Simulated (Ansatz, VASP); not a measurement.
## MgSn5: VASP beside Ansatz

```
Mg Sn
1.0
     5.65018    0.00000    0.00000
    -2.82509    4.89320    0.00000
     0.00000    0.00000    5.61720
Mg Sn
1 5
Direct
  0.00000 0.00000 0.50000
  0.67000 0.00000 0.00000
  0.33000 0.33000 0.00000
  0.00000 0.67000 0.00000
  0.66667 0.33333 0.50000
  0.33333 0.66667 0.50000
```

Alike in both runs: task single point; functional PBEsol; k mesh 6 × 6 × 5; occupations fermi-dirac, width 0.05 eV; no spin polarisation.

|  | VASP | Ansatz |
| --- | --- | --- |
| version | VASP 6.6.1 | Ansatz 0.2.0 |
| potentials or method | VASP PAW PBE potentials, release 64 (Mg, Sn_d), cutoff 520 eV | plane waves, PAW |
| valence electrons in the cell | 72 | 80 |

|  | VASP | Ansatz | Ansatz less VASP |
| --- | --- | --- | --- |
| pressure (GPa) | -1.2 | -1.1 | +0.07 |
| rms of the force components (eV/Å) | 0.019 | 0.018 | -0.0013 |

VASP's potentials were made for PBE, not for PBEsol. Atom by atom the forces differ by 0.001 eV/Å (rms over components). The functional is the same, so the differences come from potentials, cutoffs and numerics. VASP's potentials hold 72 valence electrons a cell and Ansatz's 80, so a difference there can come from the potentials and not from the codes.
